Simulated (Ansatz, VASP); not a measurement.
## One calculation of HPt6, two programs

File INCAR:

```
PREC = Accurate ; ENCUT = 520
EDIFF = 1E-6 ; ISMEAR = 0
SIGMA = 0.1 ; LREAL = F
LASPH = T ; NELM = 100
ALGO = Normal ; ISIF = 2
LWAVE = F ; LCHARG = F
LDIPOL = T ; IDIPOL = 3
DIPOL = 0.5 0.5 0.296 ; GGA = PE
NBANDS = 74
```

The input KPOINTS:

```
Automatic mesh
0
Gamma
  6 6 1
```

The input POSCAR:

```
HPt6
1.0
    5.6145835605      0.0000000000      0.0000000000
   -2.8072917802      4.8623719950      0.0000000000
    0.0000000000      0.0000000000     22.6197373747
Pt H
12 2
Direct
    0.3333333333      0.1666666667      0.1768367127
    0.3333333333      0.6666666667      0.1768367127
    0.8333333333      0.1666666667      0.1768367127
    0.8333333333      0.6666666667      0.1768367127
    0.1666666667      0.3333333333      0.2789580515
    0.1666666667      0.8333333333      0.2789580515
    0.6666666667      0.3333333333      0.2789580515
    0.6666666667      0.8333333333      0.2789580515
    0.0000000000      0.0000000000      0.3810715055
    0.0000000000      0.5000000000      0.3810715055
    0.5000000000      0.0000000000      0.3810715055
    0.5000000000      0.5000000000      0.3810715055
    0.1892786072      0.3785572143      0.4009656357
    0.3107213928      0.6214427857      0.4009656357
```

Input for Ansatz:

```yaml
crystal:
  lattice:
    - [5.6145835605, 0.0, 0.0]
    - [-2.8072917802, 4.862371995, 0.0]
    - [0.0, 0.0, 22.6197373747]
  atoms:
    - { symbol: Pt, position: [0.3333333333, 0.1666666667, 0.1768367127] }
    - { symbol: Pt, position: [0.3333333333, 0.6666666667, 0.1768367127] }
    - { symbol: Pt, position: [0.8333333333, 0.1666666667, 0.1768367127] }
    - { symbol: Pt, position: [0.8333333333, 0.6666666667, 0.1768367127] }
    - { symbol: Pt, position: [0.1666666667, 0.3333333333, 0.2789580515] }
    - { symbol: Pt, position: [0.1666666667, 0.8333333333, 0.2789580515] }
    - { symbol: Pt, position: [0.6666666667, 0.3333333333, 0.2789580515] }
    - { symbol: Pt, position: [0.6666666667, 0.8333333333, 0.2789580515] }
    - { symbol: Pt, position: [0.0, 0.0, 0.3810715055] }
    - { symbol: Pt, position: [0.0, 0.5, 0.3810715055] }
    - { symbol: Pt, position: [0.5, 0.0, 0.3810715055] }
    - { symbol: Pt, position: [0.5, 0.5, 0.3810715055] }
    - { symbol: H, position: [0.1892786072, 0.3785572143, 0.4009656357] }
    - { symbol: H, position: [0.3107213928, 0.6214427857, 0.4009656357] }
basis:
  ecutwfc: 420
kpoints:
  mp_grid: { grid: [6, 6, 1] }
hamiltonian:
  xc: pbe
scf:
  occupations: { method: gaussian, width: 0.1 }
output:
  forces: true
  eigenvalues: true
efield:
  axis: 3
  dipole_correction: true
  ramp_width: 0.04
```

Alike in both runs: task single point; functional PBE; k mesh 6 × 6 × 1; occupations gaussian, width 0.1 eV; no spin polarisation.

|  | VASP | Ansatz |
| --- | --- | --- |
| version | VASP 6.6.1 | Ansatz 0.2.0 |
| potentials or method | VASP PAW PBE potentials, release 64 (Pt, H), cutoff 520 eV | scalar-relativistic, plane waves, PAW |
| valence electrons in the cell | 122 | 218 |

|  | VASP | Ansatz | Ansatz less VASP |
| --- | --- | --- | --- |
| gap on the k mesh at the Fermi level (eV) | none | none | - |
| rms of the force components (eV/Å) | 1.384 | 1.351 | -0.0323 |

Atom by atom the forces differ by 0.035 eV/Å (rms over components). A gap of «none» marks a metal or a gap that the smearing closes. The functional is the same, so the differences come from potentials, cutoffs and numerics. VASP's potentials hold 122 valence electrons a cell and Ansatz's 218, so a difference there can come from the potentials and not from the codes.

Neither program's run includes spin-orbit coupling.
